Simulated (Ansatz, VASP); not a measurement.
## TaGa2 in VASP and in Ansatz

```
Ta Ga
1.0
     3.90189    0.00000    0.00000
     0.00000    3.90189    0.00000
     0.00000    0.00000    3.71152
Ta Ga
1 2
Direct
  0.50000 0.50000 0.00000
  0.00000 0.50000 0.50000
  0.50000 0.00000 0.50000
```

Alike in both runs: functional PBE; k mesh 12 × 12 × 12; occupations gaussian, width 0.1 eV; no spin polarisation.

Ansatz relaxed the structure, and its values are those at the end. VASP's run is a single point on that final structure, the one shown.

|  | VASP | Ansatz |
| --- | --- | --- |
| version | VASP 6.6.1 | Ansatz 0.2.0 |
| potentials or method | VASP PAW PBE potentials, release 64 (Ta_pv, Ga_d), cutoff 520 eV | scalar-relativistic, plane waves, PAW |
| valence electrons in the cell | 37 | 39 |

|  | VASP | Ansatz | Ansatz less VASP |
| --- | --- | --- | --- |
| gap on the k mesh at the Fermi level (eV) | none | none | - |
| pressure (GPa) | 0.2 | 0.0 | -0.19 |

A gap of «none» marks a metal or a gap that the smearing closes. VASP's potentials hold 37 valence electrons a cell and Ansatz's 39, so a difference there can come from the potentials and not from the codes.

Neither program's run includes spin-orbit coupling.
